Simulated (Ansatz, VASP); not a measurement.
One calculation of InSb3, two programs

```
CELL_PARAMETERS angstrom
4.86200 0.11240 0.11240
0.11240 4.86200 0.11240
0.11240 0.11240 4.86200
ATOMIC_POSITIONS crystal
In 0.00000 0.00000 0.00000
Sb 0.50000 0.00000 0.50000
Sb 0.00000 0.50000 0.50000
Sb 0.50000 0.50000 0.00000
```

Change from the starting cell: equal engineering shear yz, xz and xy +0.0467, equal normal strain along x, y and z +0.0100.

Alike in both runs: task single point; functional PBE; k mesh 8 × 8 × 8; occupations gaussian, width 0.15 eV; no spin polarisation.

```csv
,VASP,Ansatz
version,VASP 6.6.1,Ansatz 0.2.0
potentials or method,"VASP PAW PBE potentials, release 64 (In_d, Sb), cutoff 520 eV","scalar-relativistic, plane waves, PAW"
valence electrons in the cell,28,58
```

|  | VASP | Ansatz | Ansatz less VASP |
| --- | --- | --- | --- |
| gap on the k mesh at the Fermi level (eV) | none | none | - |
| pressure (GPa) | -1.2 | -1.1 | +0.09 |
| traceless stress, the component that is largest in VASP (GPa) | -0.71 | -0.71 | -0.002 |

A gap of «none» marks a metal or a gap that the smearing closes. VASP's potentials hold 28 valence electrons a cell and Ansatz's 58, so a difference there can come from the potentials and not from the codes.

Neither program's run includes spin-orbit coupling.
